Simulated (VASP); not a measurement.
# NaS6 (Fm-3m) in VASP: further runs

Runs on NaS6. Level: PBE. Tasks: single point, relaxation of cell and atoms.

Program: VASP 6.6.1. These are calculated values, not measurements. Logs are shortened: lines on timing, memory, paths and dates and some standing lists are left out, and cuts for length are marked.

## 1. The cell of the first run

The structure is cubic, space group Fm-3m (No. 225). The conventional cell has a = 7.976 Å, b = 7.976 Å, c = 7.976 Å, α = 90.00°, β = 90.00°, γ = 90.00°. Na (site symmetry m-3m) has 12 S at 2.82 Å within 3.7 Å. Within 3.7 Å of S (site symmetry mmm) lie 2 Na at 2.82 Å and 8 S at 2.82 Å.

## 2. Single point, PBE

INCAR

```
PREC = Accurate
ENCUT = 520
EDIFF = 1E-6
ISMEAR = 0
SIGMA = 0.1
LREAL = F
LASPH = T
NELM = 80
ALGO = Normal
ISIF = 2
LWAVE = F
LCHARG = F
GGA = PE
NBANDS = 30
```

KPOINTS

```
regular mesh
0
Gamma
  4 4 4
```

POSCAR

```
NaS6
1.0
    0.0000000000      3.9881740205      3.9881740205
    3.9881740205      0.0000000000      3.9881740205
    3.9881740205      3.9881740205      0.0000000000
Na S
1 6
Direct
    0.5000000000      0.5000000000      0.5000000000
    0.5000000000      0.0000000000      0.0000000000
    0.0000000000      0.5000000000      0.5000000000
    0.0000000000      0.5000000000      0.0000000000
    0.5000000000      0.0000000000      0.5000000000
    0.0000000000      0.0000000000      0.5000000000
    0.5000000000      0.5000000000      0.0000000000
```

Potentials or basis: VASP PAW PBE potentials, release 64 (Na_pv, S).

Started as:

```console
> cat potpaw_PBE.64/Na_pv/POTCAR potpaw_PBE.64/S/POTCAR > POTCAR
> mpirun -np 1 vasp_std > vasp.out
```

OUTCAR:

```text
PREC = Accurate
   ENCUT = 520
   EDIFF = 1E-6
   ISMEAR = 0
   LREAL = F
   LASPH = T
   NELM = 80
   ISIF = 2
   GGA = PE

 ion  position               nearest neighbor table
   1  0.500  0.500  0.500-
   2  0.500  0.000  0.000-
   3  0.000  0.500  0.500-
   4  0.000  0.500  0.000-
   5  0.500  0.000  0.500-
   6  0.000  0.000  0.500-
   7  0.500  0.500  0.000-

  LATTYP: Found a face centered cubic cell.
 ALAT       =     7.9763480410

  Lattice vectors:

 A1 = (   0.0000000000,   3.9881740205,   3.9881740205)
 A2 = (   3.9881740205,   0.0000000000,   3.9881740205)
 A3 = (   3.9881740205,   3.9881740205,   0.0000000000)

Analysis of symmetry for initial positions (statically):
=====================================================================
 Subroutine PRICEL returns:
 Original cell was already a primitive cell.

 Routine SETGRP: Setting up the symmetry group for a
 face centered cubic supercell.

 Subroutine GETGRP returns: Found 48 space group operations
 (whereof 48 operations were pure point group operations)
 out of a pool of 48 trial point group operations.

The static configuration has the point symmetry O_h .

Analysis of symmetry for dynamics (positions and initial velocities):
=====================================================================
 Subroutine PRICEL returns:
 Original cell was already a primitive cell.

 Routine SETGRP: Setting up the symmetry group for a
 face centered cubic supercell.

 Subroutine GETGRP returns: Found 48 space group operations
 (whereof 48 operations were pure point group operations)
 out of a pool of 48 trial point group operations.

The dynamic configuration has the point symmetry O_h .

 Subroutine INISYM returns: Found 48 space group operations
 (whereof 48 operations are pure point group operations),
 and found     1 'primitive' translations

----------------------------------------------------------------------------------------

                                     Primitive cell

  volume of cell :     126.8681

  direct lattice vectors                    reciprocal lattice vectors
     0.000000000  3.988174020  3.988174020    -0.125370658  0.125370658  0.125370658
     3.988174020  0.000000000  3.988174020     0.125370658 -0.125370658  0.125370658
     3.988174020  3.988174020  0.000000000     0.125370658  0.125370658 -0.125370658

  length of vectors
     5.640129789  5.640129789  5.640129789     0.217148349  0.217148349  0.217148349

  position of ions in fractional coordinates (direct lattice)
     0.500000000  0.500000000  0.500000000
     0.500000000  0.000000000  0.000000000
     0.000000000  0.500000000  0.500000000
     0.000000000  0.500000000  0.000000000
     0.500000000  0.000000000  0.500000000
     0.000000000  0.000000000  0.500000000
     0.500000000  0.500000000  0.000000000

  ion indices of the primitive-cell ions
   primitive index   ion index
                 1           1
                 2           2
                 3           3
                 4           4
                 5           5
                 6           6
                 7           7

----------------------------------------------------------------------------------------

 KPOINTS: regular mesh

Automatic generation of k-mesh.
 Grid dimensions read from file:
 generate k-points for:    4    4    4

 Generating k-lattice:

  Cartesian coordinates                     Fractional coordinates (reciprocal lattice)
    -0.031342664  0.031342664  0.031342664     0.250000000  0.000000000  0.000000000
     0.031342664 -0.031342664  0.031342664     0.000000000  0.250000000  0.000000000
     0.031342664  0.031342664 -0.031342664     0.000000000  0.000000000  0.250000000

  Length of vectors
     0.054287087  0.054287087  0.054287087

  Shift w.r.t. Gamma in fractional coordinates (k-lattice)
     0.000000000  0.000000000  0.000000000

 Subroutine IBZKPT returns following result:
 ===========================================

 Found      8 irreducible k-points:

 Following reciprocal coordinates:
            Coordinates               Weight
  0.000000  0.000000  0.000000      1.000000
  0.250000  0.000000  0.000000      8.000000
  0.500000  0.000000  0.000000      4.000000
  0.250000  0.250000  0.000000      6.000000
  0.500000  0.250000  0.000000     24.000000
 -0.250000  0.250000  0.000000     12.000000
  0.500000  0.500000  0.000000      3.000000
 -0.250000  0.500000  0.250000      6.000000
   k-points           NKPTS =      8   k-points in BZ     NKDIM =      8   number of bands    NBANDS=     30
   number of dos      NEDOS =    301   number of ions     NIONS =      7
   total plane-waves  NPLWV =  74088
   dimension x,y,z NGX =    42 NGY =   42 NGZ =   42
   dimension x,y,z NGXF=    84 NGYF=   84 NGZF=   84
   ions per type =               1   6
   NGX,Y,Z   is equivalent  to a cutoff of  12.38, 12.38, 12.38 a.u.
   NGXF,Y,Z  is equivalent  to a cutoff of  24.76, 24.76, 24.76 a.u.
 SYSTEM =  unknown system
   PREC   = accura    normal or accurate (medium, high low for compatibility)
   ISTART =      0    job   : 0-new  1-cont  2-samecut
   ICHARG =      2    charge: 1-file 2-atom 10-const
   ISPIN  =      1    spin polarized calculation?
   LNONCOLLINEAR =      F non collinear calculations
   LSORBIT =      F    spin-orbit coupling
   LASPH  =      T    aspherical Exc in radial PAW
   ENCUT  =  520.0 eV  38.22 Ry    6.18 a.u.  10.49 10.49 10.49*2*pi/ulx,y,z
   NELM   =     80;   NELMIN=  2; NELMDL= -5     # of ELM steps
   EDIFF  = 0.1E-05   stopping-criterion for ELM
   LREAL  =      F    real-space projection
   EDIFFG = 0.1E-04   stopping-criterion for IOM
   NSW    =      0    number of steps for IOM
   IBRION =     -1    ionic relax: 0-MD 1-quasi-New 2-CG
   NFREE  =      0    steps in history (QN), initial steepest desc. (CG)
   ISIF   =      2    stress and relaxation
   ISYM   =      2    0-nonsym 1-usesym 2-fastsym
   POTIM  = 0.5000    time-step for ionic-motion
   TEBEG  =    0.0;   TEEND  =   0.0 temperature during run
   PSTRESS=    0.0 pullay stress
   NELECT =      43.0000    total number of electrons
   NUPDOWN=      -1.0000    fix difference up-down
   EMIN   =  10.00;   EMAX   =-10.00  energy-range for DOS
   EFERMI =   0.00;   METHOD = LEGACY
   ISMEAR =     0;   SIGMA  =   0.10  broadening in eV -4-tet -1-fermi 0-gaus
   EFERMI_NEDOS =   21; number of points for ismear=-14 and -15
   IALGO  =     38    algorithm
   IMIX   =      4    mixing-type and parameters
     AMIX     =   0.40;   BMIX     =  1.00
     AMIX_MAG =   1.60;   BMIX_MAG =  1.00
  volume/ion in A,a.u.               =      18.12       122.31
  Fermi-wavevector in a.u.,A,eV,Ry     =   1.141424  2.156978 17.726324  1.302848
  Thomas-Fermi vector in A             =   2.278124
   LORBIT       =      0    0 simple, 1 ext, 2 COOP (PROOUT), +10 PAW based schemes
   GGA     = PE    functional components
   LHFCALC =     F    Hartree Fock is set to
   AEXX    =    0.0000 exact exchange contribution
   IVDW    =     0    specifies the selected vdW correction
   LEPSILON=     F    determine dielectric tensor
   LRPA    =     F    only Hartree local field effects (RPA)
 non-spin polarized calculation
 Gauss-broadening in eV      SIGMA  =   0.10
  energy-cutoff  :      520.00
  volume of cell :      126.87
 maximum number of plane-waves:      3479
 NGX is ok and might be reduce to    42
   NGX = 21   NGY = 21   NGZ = 21

 number of electron      43.0000002 magnetization

 Free energy of the ion-electron system (eV)
  ---------------------------------------------------
  ext. energy  EPLUGINS =         0.00000000
  ---------------------------------------------------
  free energy    TOTEN  =       -21.56417344 eV

  energy without entropy =      -21.53489195  energy(sigma->0) =      -21.54953269

 E-fermi :   5.2890     XC(G=0): -10.0428

 val. band max:        5.2252613589   @ k =   0.2500   0.2500   0.0000
 cond. band min:       5.3408476734   @ k =  -0.2500   0.2500   0.0000
 fundamental gap:      0.1155863145
 Fermi energy:         5.2890401512

 k-point     1 :       0.0000    0.0000    0.0000
  band No.  band energies     occupation
      1     -17.9915      2.00000
      2     -17.9915      2.00000
      3     -17.9915      2.00000
      4     -10.3667      2.00000
      5      -7.2294      2.00000
      6      -7.2294      2.00000
[... 22 lines left out ...]
     29       8.6388      0.00000
     30      12.3365      0.00000

 k-point     2 :       0.2500    0.0000    0.0000
  band No.  band energies     occupation
      1     -17.9937      2.00000
      2     -17.9919      2.00000
      3     -17.9919      2.00000
      4     -10.0505      2.00000
      5      -7.9537      2.00000
      6      -7.0762      2.00000
[... 22 lines left out ...]
     29       9.5406      0.00000
     30      12.7603      0.00000

 k-point     3 :       0.5000    0.0000    0.0000
  band No.  band energies     occupation
      1     -17.9959      2.00000
      2     -17.9923      2.00000
      3     -17.9923      2.00000
      4      -9.1864      2.00000
      5      -9.1404      2.00000
      6      -6.6238      2.00000
[... 22 lines left out ...]
     29      11.4475      0.00000
     30      11.7723      0.00000

 k-point     4 :       0.2500    0.2500    0.0000
  band No.  band energies     occupation
      1     -17.9937      2.00000
      2     -17.9924      2.00000
      3     -17.9924      2.00000
      4      -9.9540      2.00000
      5      -7.5265      2.00000
      6      -7.3774      2.00000
[... 22 lines left out ...]
     29       9.8455      0.00000
     30      12.7779      0.00000

 k-point     5 :       0.5000    0.2500    0.0000
  band No.  band energies     occupation
      1     -17.9952      2.00000
      2     -17.9935      2.00000
      3     -17.9928      2.00000
      4      -9.3031      2.00000
      5      -8.5683      2.00000
      6      -7.3418      2.00000
[... 22 lines left out ...]
     29      11.6636      0.00000
     30      12.8647      0.00000

 k-point     6 :      -0.2500    0.2500    0.0000
  band No.  band energies     occupation
      1     -17.9947      2.00000
      2     -17.9935      2.00000
      3     -17.9923      2.00000
      4      -9.5508      2.00000
      5      -8.4179      2.00000
      6      -7.5435      2.00000
[... 22 lines left out ...]
     29      10.9123      0.00000
     30      13.2982      0.00000

 k-point     7 :       0.5000    0.5000    0.0000
  band No.  band energies     occupation
      1     -17.9959      2.00000
      2     -17.9933      2.00000
      3     -17.9933      2.00000
      4      -9.1978      2.00000
      5      -7.8582      2.00000
      6      -7.7699      2.00000
[... 22 lines left out ...]
     29      12.6462      0.00000
     30      12.8379      0.00000

 k-point     8 :      -0.2500    0.5000    0.2500
  band No.  band energies     occupation
      1     -17.9946      2.00000
      2     -17.9946      2.00000
      3     -17.9934      2.00000
      4      -8.7889      2.00000
      5      -8.7889      2.00000
      6      -7.7172      2.00000
[... 22 lines left out ...]
     29      12.6152      0.00000
     30      13.3171      0.00000

------------------------ aborting loop because EDIFF is reached ----------------------------------------

  FORCE on cell =-STRESS in cart. coord.  units (eV):
  Direction    XX          YY          ZZ          XY          YZ          ZX
  --------------------------------------------------------------------------------------
  -------------------------------------------------------------------------------------
  Total       -0.1391613     -0.1391613     -0.1391613     -0.0000000     -0.0000000      0.0000000
  in kB       -1.7574255     -1.7574255     -1.7574255     -0.0000000     -0.0000000      0.0000000
  external PRESSURE =      -1.7574255 kB  Pullay stress =       0.0000000 kB

 VOLUME and BASIS-vectors are now :
 -----------------------------------------------------------------------------
  energy-cutoff  :      520.00
  volume of cell :      126.87
      direct lattice vectors                 reciprocal lattice vectors
     0.000000000  3.988174020  3.988174020    -0.125370658  0.125370658  0.125370658
     3.988174020  0.000000000  3.988174020     0.125370658 -0.125370658  0.125370658
     3.988174020  3.988174020  0.000000000     0.125370658  0.125370658 -0.125370658

 POSITION                                       TOTAL-FORCE (eV/Angst)
 -----------------------------------------------------------------------------------
      3.98817      3.98817      3.98817         0.000000      0.000000     -0.000000
      0.00000      1.99409      1.99409         0.000000     -0.000000      0.000000
      3.98817      1.99409      1.99409        -0.000000      0.000000     -0.000000
      1.99409      0.00000      1.99409         0.000000      0.000000     -0.000000
      1.99409      3.98817      1.99409         0.000000     -0.000000     -0.000000
      1.99409      1.99409      0.00000        -0.000000     -0.000000      0.000000
      1.99409      1.99409      3.98817        -0.000000      0.000000     -0.000000
 -----------------------------------------------------------------------------------
    total drift:                               -0.000000     -0.000000      0.000000

  FREE ENERGIE OF THE ION-ELECTRON SYSTEM (eV)
  ---------------------------------------------------
  free  energy   TOTEN  =       -21.5641734363 eV

  energy  without entropy=      -21.5348919461  energy(sigma->0) =      -21.54953269
```

Run time: 20 s. Hardware: 1 thread of AMD EPYC 9R14 (Zen 4), shared host; peak memory 0.22 GiB.

What came out:

```yaml
Free_energy: -21.5642 eV
Pressure: -0.2 GPa
```

Levels at points of the mesh, in eV from the Fermi level:
| k point | band 17 | band 18 | band 19 | band 20 | band 21 | band 22 | band 23 | band 24 | band 25 | band 26 |
| --- | --- | --- | --- | --- | --- | --- | --- | --- | --- | --- |
| (0.00, 0.00, 0.00) | -0.64 | -0.64 | -0.64 | 1.59 | 1.59 | 1.59 | 1.79 | 1.79 | 2.07 | 2.07 |
| (0.50, 0.00, 0.00) | -2.75 | -1.89 | -1.89 | -1.68 | -1.68 | 0.32 | 0.59 | 1.54 | 1.54 | 1.61 |
| (0.50, 0.50, 0.00) | -2.43 | -2.19 | -2.19 | -1.98 | -1.94 | -1.94 | -1.94 | 0.88 | 0.88 | 1.61 |

## 3. Relaxation of cell and atoms, PBE

This run uses another cell than the first one, of 25.84 Å³/atom, 1.426 times its volume.

INCAR

```
PREC = Accurate
ENCUT = 600
EDIFF = 1E-7
ISMEAR = 0
SIGMA = 0.1
LREAL = False
LASPH = True
NELM = 80
ALGO = Normal
ISIF = 3
LWAVE = False
LCHARG = False
GGA = PE
IBRION = 2
NSW = 90
EDIFFG = -0.04
```

KPOINTS

```
Automatic mesh
0
Gamma
  4 4 4
```

POSCAR, as its differences from that of step 2:

```diff
@@ -2,5 +2,5 @@
 1.0
-    0.0000000000      3.9881740205      3.9881740205
-    3.9881740205      0.0000000000      3.9881740205
-    3.9881740205      3.9881740205      0.0000000000
+    0.0000000000      4.4885215300      4.4885215300
+    4.4885215300      0.0000000000      4.4885215300
+    4.4885215300      4.4885215300      0.0000000000
 Na S
```

Potentials or basis: VASP PAW PBE potentials, release 64 (Na_pv, S).

Started as:

```console
> cat potpaw_PBE.64/Na_pv/POTCAR potpaw_PBE.64/S/POTCAR > POTCAR
> mpirun -np 1 vasp_std > vasp.out
```

OUTCAR:

```text
PREC = Accurate
   ENCUT = 600
   EDIFF = 1E-7
   ISMEAR = 0
   LREAL = False
   LASPH = True
   NELM = 80
   ISIF = 3
   GGA = PE
   IBRION = 2
   NSW = 90
   EDIFFG = -0.04

 ion  position               nearest neighbor table
   1  0.500  0.500  0.500-
   2  0.500  0.000  0.000-
   3  0.000  0.500  0.500-
   4  0.000  0.500  0.000-
   5  0.500  0.000  0.500-
   6  0.000  0.000  0.500-
   7  0.500  0.500  0.000-

  LATTYP: Found a face centered cubic cell.
 ALAT       =     8.9770430600

  Lattice vectors:

[... 171 lines left out ...]
  free energy    TOTEN  =       -19.21307655 eV

  energy without entropy =      -19.18038509  energy(sigma->0) =      -19.19673082

------------------------ aborting loop because EDIFF is reached ----------------------------------------

  FORCE on cell =-STRESS in cart. coord.  units (eV):
  Direction    XX          YY          ZZ          XY          YZ          ZX
  --------------------------------------------------------------------------------------
  -------------------------------------------------------------------------------------
  Total      -11.2019229    -11.2019229    -11.2019229     -0.0000000      0.0000000      0.0000000
  in kB      -99.2346236    -99.2346236    -99.2346236     -0.0000000      0.0000000      0.0000000
  external PRESSURE =     -99.2346236 kB  Pullay stress =       0.0000000 kB
[... 572 lines left out ...]
--------------------------------------- Ionic step        4  -------------------------------------------

 number of electron      42.9999999 magnetization

 Free energy of the ion-electron system (eV)
  ---------------------------------------------------
  ext. energy  EPLUGINS =         0.00000000
  ---------------------------------------------------
  free energy    TOTEN  =       -21.56746367 eV

  energy without entropy =      -21.53813276  energy(sigma->0) =      -21.55279822

 E-fermi :   5.3497     XC(G=0): -10.0650

 val. band max:        5.2871120896   @ k =   0.2500   0.2500   0.0000
 cond. band min:       5.3986669210   @ k =  -0.2500   0.2500   0.0000
 fundamental gap:      0.1115548314
 Fermi energy:         5.3496934923
[... 256 lines left out ...]
  FREE ENERGIE OF THE ION-ELECTRON SYSTEM (eV)
  ---------------------------------------------------
  free  energy   TOTEN  =       -21.5674636746 eV

  energy  without entropy=      -21.5381327557  energy(sigma->0) =      -21.55279822

 reached required accuracy - stopping structural energy minimisation
```

CONTCAR:

```text
NaS6
   1.00000000000000
     0.0000000000000000    3.9817087152026818    3.9817087152026818
     3.9817087152026818    0.0000000000000000    3.9817087152026818
     3.9817087152026818    3.9817087152026818   -0.0000000000000000
  Na              S
     1     6
Direct
     0.5000000000000000    0.5000000000000000    0.5000000000000000
     0.5000000000000000    1.0000000000000000    0.0000000000000000
     0.0000000000000000    0.5000000000000000    0.5000000000000000
     0.0000000000000000    0.5000000000000000    0.0000000000000000
     0.5000000000000000    0.0000000000000000    0.5000000000000000
     1.0000000000000000    0.0000000000000000    0.5000000000000000
     0.5000000000000000    0.5000000000000000    0.0000000000000000

  0.00000000E+00  0.00000000E+00  0.00000000E+00
  0.00000000E+00  0.00000000E+00  0.00000000E+00
  0.00000000E+00  0.00000000E+00  0.00000000E+00
  0.00000000E+00  0.00000000E+00  0.00000000E+00
  0.00000000E+00  0.00000000E+00  0.00000000E+00
  0.00000000E+00  0.00000000E+00  0.00000000E+00
  0.00000000E+00  0.00000000E+00  0.00000000E+00
```

Run time: 2.3 min. Hardware: 1 thread of AMD EPYC 9R14 (Zen 4), shared host; peak memory 0.39 GiB.

What came out:

```
Free energy                            : -21.5675 eV
Relaxed volume                         : 18.04 Å³/atom
Relaxed cell                           : a = 5.631 Å, b = 5.631 Å, c = 5.631 Å, α = 60.00°, β = 60.00°, γ = 60.00°
Space group after relaxing (to 0.05 Å) : Fm-3m (No. 225)
Energy gained by relaxing              : 336.3 meV/atom
Ionic steps                            : 4
Pressure after relaxing                : 0.2 GPa
```

Step by step:
```
step  energy change (eV)  largest force (eV/Å)  pressure (GPa)  volume (Å³)
   1              0.0000                0.0000           -9.92       180.86
   2             -2.0529                0.0000           -5.61       142.12
   3             -2.3486                0.0000           -0.94       128.59
   4             -2.3544                0.0000            0.16       126.25
```

Final structure:
```cif
data_structure
_symmetry_space_group_name_H-M 'P 1'
_symmetry_Int_Tables_number 1
_cell_length_a 5.6310
_cell_length_b 5.6310
_cell_length_c 5.6310
_cell_angle_alpha 60.000
_cell_angle_beta 60.000
_cell_angle_gamma 60.000
_cell_volume 126.25
loop_
_atom_site_label
_atom_site_type_symbol
_atom_site_fract_x
_atom_site_fract_y
_atom_site_fract_z
_atom_site_occupancy
Na1 Na 0.50000 0.50000 0.50000 1
S1 S 0.50000 0.00000 0.00000 1
S2 S 0.00000 0.50000 0.50000 1
S3 S 0.00000 0.50000 0.00000 1
S4 S 0.50000 0.00000 0.50000 1
S5 S 0.00000 0.00000 0.50000 1
S6 S 0.50000 0.50000 0.00000 1
```

Caveat: the volume moved by over 15 % at a fixed basis, so the end points are rough.
